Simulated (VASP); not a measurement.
Input of a VASP 6.6.1 run:

The input INCAR:

```
PREC = Accurate
ENCUT = 520
EDIFF = 1E-6
ISMEAR = 0
SIGMA = 0.1
LREAL = False
LASPH = True
NELM = 80
ALGO = Normal
ISIF = 2
LWAVE = False
LCHARG = True
GGA = PE
LELF = True
LVHAR = True
NBANDS = 14
```

KPOINTS

```
regular mesh
0
Gamma
  6 6 6
```

The input POSCAR:

```
LiCu
1.0
    2.7191725700      0.0000000000      0.0000000000
    0.0000000000      2.7191725700      0.0000000000
    0.0000000000      0.0000000000      3.4113225300
Li Cu
1 1
Direct
    0.5000000000      0.5000000000      0.5000000000
    0.0000000000      0.0000000000      0.0000000000
```

Potentials or basis: VASP PAW PBE potentials, release 64 (Li_sv, Cu).

Command:

```sh
$ cat potpaw_PBE.64/Li_sv/POTCAR potpaw_PBE.64/Cu/POTCAR > POTCAR
$ mpirun -np 1 vasp_std > vasp.out
```

Q: Predict the band gap on the k mesh.

A: Zero (band 7 reaches 8.92 eV, above the bottom of band 8 at 2.40 eV).

Caveat: the k points lie up to 0.39 Å⁻¹ apart.
